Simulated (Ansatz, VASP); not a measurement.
**Al2O3 in VASP and in Ansatz**

POSCAR

```
Al2O3
1.0
    2.8843249483      0.0000000000      0.0000000000
   -1.4421624742      2.4978986780      0.0000000000
    0.0000000000      0.0000000000      9.3367544600
Al O
2 3
Direct
    0.0000000000      0.0000000000      0.8500076700
    0.0000000000      0.0000000000      0.1499923300
    0.3333333333      0.6666666667      0.7776830800
    0.6666666667      0.3333333333      0.0000000000
    0.3333333333      0.6666666667      0.2223169200
```

File INCAR.step1:

```
SYSTEM = Al2O3
  PREC = Accurate
  ENCUT = 520
  ISMEAR = 0
  SIGMA = 0.01
  LREAL = .False.
  LASPH = .True.
  NELM = 80
  NBANDS = 20
  GGA = PE
  ALGO = Normal
  EDIFF = 1E-4
  LWAVE = .True.
  LCHARG = .False.
```

The input INCAR.step2:

```
SYSTEM = Al2O3
  PREC = Accurate
  ENCUT = 520
  EDIFF = 1E-6
  ISMEAR = 0
  SIGMA = 0.01
  LREAL = .False.
  LASPH = .True.
  NELM = 80
  ALGO = Normal
  ISIF = 2
  LWAVE = .False.
  LCHARG = .False.
  METAGGA = R2SCAN
  LMIXTAU = .True.
  NBANDS = 20
  ISTART = 1
```

The input KPOINTS:

```
regular mesh
0
Gamma
  12 12 4
  0 0 0
```

File input.yaml:

```yaml
crystal:
  lattice:
    - [2.8843249483, 0.0, 0.0]
    - [-1.4421624742, 2.497898678, 0.0]
    - [0.0, 0.0, 9.33675446]
  atoms:
    - { symbol: Al, position: [0.0, 0.0, 0.85000767] }
    - { symbol: Al, position: [0.0, 0.0, 0.14999233] }
    - { symbol: O, position: [0.3333333333, 0.6666666667, 0.77768308] }
    - { symbol: O, position: [0.6666666667, 0.3333333333, 0.0] }
    - { symbol: O, position: [0.3333333333, 0.6666666667, 0.22231692] }
kpoints:
  mp_grid: { grid: [12, 12, 4] }
  band_path:
    path:
      - [0.0, 0.0, 0.0]
      - [0.5, 0.0, 0.0]
      - [0.3333333333, 0.3333333333, 0.0]
      - [0.0, 0.0, 0.5]
      - [0.5, 0.0, 0.5]
      - [0.3333333333, 0.3333333333, 0.5]
      - [-0.104167, 0.208333, 0.0]
    npoints: 1
hamiltonian:
  xc: r2scan
scf:
  occupations: { method: fixed }
  n_extra_bands: 5
output:
  forces: true
  stress: true
  eigenvalues: true
  write_density: true
  write_potential: true
  elf: true
  volumetric_format: npy
```

Alike in both runs: functional r2SCAN; k mesh 12 × 12 × 4; no spin polarisation.

```csv
,VASP,Ansatz
version,VASP 6.6.1,Ansatz 0.2.0
potentials or method,"VASP PAW PBE potentials, release 64 (Al, O)",Ansatz PAW
plane-wave cutoff (eV),520,500
occupations,"gaussian, width 0.01 eV",fixed
valence electrons in the cell,24,24
task,single point,band structure
```

Ansatz gave:

- gap on the k mesh at the Fermi level (eV): 5.63
- least direct gap on the mesh (eV): 5.85
- pressure (GPa): -4.5
- traceless stress, the component that is largest in VASP (GPa): 1.43
- rms of the force components (eV/Å): 0.151

Q: Estimate VASP's values.

A: gap on the k mesh at the Fermi level (eV): 5.60; least direct gap on the mesh (eV): 5.83; pressure (GPa): -4.7; traceless stress, the component that is largest in VASP (GPa): 1.16; rms of the force components (eV/Å): 0.168.

VASP's potentials were made for PBE, not for r2SCAN. Atom by atom the forces differ by 0.017 eV/Å (rms over components).
